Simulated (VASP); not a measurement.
A run of VASP 6.6.1 is set up as follows.

The input POSCAR:

```
BPd4
1.0
    2.8459925321      0.0000000000      0.0000000000
    0.0000000000      4.2955224239      0.0000000000
    0.0000000000      0.0000000000      5.7630899148
B Pd
1 4
Direct
    0.5000000000      0.0000000000      0.8632270000
    0.5000000000      0.5000000000      0.8675610000
    0.0000000000      0.5000000000      0.3291640000
    0.0000000000      0.0000000000      0.6194700000
    0.5000000000      0.0000000000      0.1975780000
```

The input INCAR.step1:

```
PREC = Accurate
ENCUT = 690
ISMEAR = 0
SIGMA = 0.1
LREAL = False
LASPH = True
NELM = 120
NBANDS = 46
GGA = PE
ALGO = Normal
EDIFF = 1E-5
LWAVE = True
LCHARG = False
GGA_COMPAT = False
```

INCAR.step2

```
PREC = Accurate
ENCUT = 690
EDIFF = 1E-6
ISMEAR = 0
SIGMA = 0.1
LREAL = False
LASPH = True
NELM = 120
ALGO = Normal
ISIF = 2
LWAVE = False
LCHARG = True
METAGGA = R2SCAN
LMIXTAU = True
LELF = True
LVHAR = True
NBANDS = 46
ISTART = 1
GGA_COMPAT = False
```

The input KPOINTS:

```
Automatic mesh
0
Gamma
  6 4 4
```

Potentials or basis: VASP PAW PBE potentials, release 64 (B, Pd_sv_GW).

Command:

```sh
$ cat potpaw_PBE.64/B/POTCAR potpaw_PBE.64/Pd_sv_GW/POTCAR > POTCAR
$ cp INCAR.step1 INCAR
$ mpirun -np 1 vasp_std > vasp.out
$ cp INCAR.step2 INCAR
$ mpirun -np 1 vasp_std > vasp.out
```

(1) What does it give for the pressure?

(2) Predict the band gap on the k mesh.

Answers

(1) 3.3 GPa.

(2) zero (an odd number of electrons rules out a gap without spin polarisation).

Caveat: the k points lie up to 0.37 Å⁻¹ apart, too coarse for converged energies and pressures of a metal; the PAW data sets were made with another functional, which shifts forces and pressure a little.
